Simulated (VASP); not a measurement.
Crystal: Cu2O.

```xyz
6
Lattice="4.2600 0.0000 0.0000 0.0000 4.2600 0.0000 0.0000 0.0000 4.2600" Properties=species:S:1:pos:R:3 pbc="T T T"
Cu    1.0650    1.0650    1.0650
Cu    1.0650    3.1950    3.1950
Cu    3.1950    3.1950    1.0650
Cu    3.1950    1.0650    3.1950
O     0.0000    0.0000    0.0000
O     2.1300    2.1300    2.1300
```

| Item | Value |
| --- | --- |
| Program | VASP 6.6.1 |
| Task | relaxation of cell and atoms |
| Functional | PBE |
| Potentials or basis | VASP PAW PBE potentials, release 64 (Cu, O) |
| Cutoff | 600 eV |
| k mesh | 4 × 4 × 4 |
| Occupations | gaussian, width 0.1 eV |
| Spin | no spin polarisation |

At the start: pressure 4.1 GPa; volume 12.88 Å³/atom.

Question: Where does the relaxation end?

Answer: Over 3 steps the energy falls by 5.6 meV/atom and the volume is 13.33 Å³/atom (+3.5 %); space group Pn-3m (No. 224, to 0.05 Å).

The path:
```
step  energy change (eV)  largest force (eV/Å)  pressure (GPa)  volume (Å³)
   1              0.0000                0.0000            4.09        77.31
   2             -0.0288                0.0000           -1.38        81.04
   3             -0.0333                0.0000            0.01        80.00
```

Final structure:
```xyz
6
Lattice="4.3089 0.0000 0.0000 0.0000 4.3089 0.0000 0.0000 0.0000 4.3089" Properties=species:S:1:pos:R:3 pbc="T T T"
Cu    1.0772    1.0772    1.0772
Cu    1.0772    3.2317    3.2317
Cu    3.2317    3.2317    1.0772
Cu    3.2317    1.0772    3.2317
O     0.0000    0.0000    0.0000
O     2.1545    2.1545    2.1545
```
